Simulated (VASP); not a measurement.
## Co: single point with PBE

The system is Co.

```
Co
1.0
     2.47780    0.00000    0.00000
    -1.23890    2.14583    0.00000
     0.00000    0.00000    3.99639
Co
2
Direct
  0.66667 0.33333 0.75000
  0.33333 0.66667 0.25000
```

```json
{"Program": "VASP 6.6.1", "Task": "single point", "Functional": "PBE", "Potentials or basis": "VASP PAW PBE potentials, release 64 (Co)", "Cutoff": "520 eV", "k mesh": "12 × 12 × 7", "Occupations": "fermi-dirac, width 0.05 eV", "Spin": "collinear spin, ferromagnetic start", "Starting moments": "[2.0, 2.0] μB"}
```

| Item | Value |
| --- | --- |
| Pressure | 4.2 GPa |
| Net moment | 3.19 μB per cell |
| Site moments | Co +1.61 μB |
| Valence electrons inside the program's atomic spheres | Co 8.31 |

Stress tensor (GPa, compression positive):
```
4.24 0.00 0.00
0.00 4.24 0.00
0.00 0.00 4.14
```

Levels at points of the mesh, in eV from the Fermi level:
Spin up:
```
           k point  band 7  band 8  band 9  band 10  band 11  band 12  band 13  band 14  band 15  band 16
(0.00, 0.00, 0.00)   -2.28   -1.93   -1.93    -0.79    -0.79    -0.04     6.59    22.13    24.88    24.88
(0.50, 0.00, 0.00)   -2.18   -0.66   -0.55    -0.50     1.37     3.43     9.89    10.56    12.96    14.27
```
Spin down:
| k point | band 5 | band 6 | band 7 | band 8 | band 9 | band 10 |
| --- | --- | --- | --- | --- | --- | --- |
| (0.00, 0.00, 0.00) | -0.98 | -0.60 | -0.60 | -0.19 | -0.19 | -0.10 |
| (0.50, 0.00, 0.00) | -1.16 | -1.05 | -0.62 | 1.21 | 1.35 | 1.38 |

Run time: 24 s on 1 thread of Intel(R) Xeon(R) 6975P-C (Granite Rapids) (shared host), peak memory 0.16 GiB.

Caveat: the cell stands under pressure.
